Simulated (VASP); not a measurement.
Here is a VASP 6.6.1 calculation.

File INCAR:

```
  PREC = Accurate
  ENCUT = 520
  EDIFF = 1E-7
  ISMEAR = 0
  SIGMA = 0.01
  LREAL = F
  LASPH = T
  NELM = 80
  ALGO = Normal
  ISIF = 2
  LWAVE = F
  LCHARG = F
  GGA = CA
  NBANDS = 26
```

Contents of KPOINTS:

```
regular mesh
0
Gamma
  6 6 4
```

File POSCAR:

```
ZnS
1.0
    3.7382324366      0.0000000000      0.0000000000
   -1.8691162183      3.2374042554      0.0000000000
    0.0000000000      0.0000000000      6.1429976529
Zn S
2 2
Direct
    0.3333333333      0.6666666667      0.0055913299
    0.6666666667      0.3333333333      0.5055913299
    0.3333333333      0.6666666667      0.3794086701
    0.6666666667      0.3333333333      0.8794086701
```

Potentials or basis: VASP PAW LDA potentials, release 64 (Zn, S).

Command:

```bash
$ cat potpaw_LDA.64/Zn/POTCAR potpaw_LDA.64/S/POTCAR > POTCAR
$ mpirun -np 1 vasp_std > vasp.out
```

What does it give for the band gap on the k mesh?

2.22 eV, direct.

Estimate the pressure.

0.3 GPa.

A hybrid or GW would open this gap; LDA tends to underestimate it.
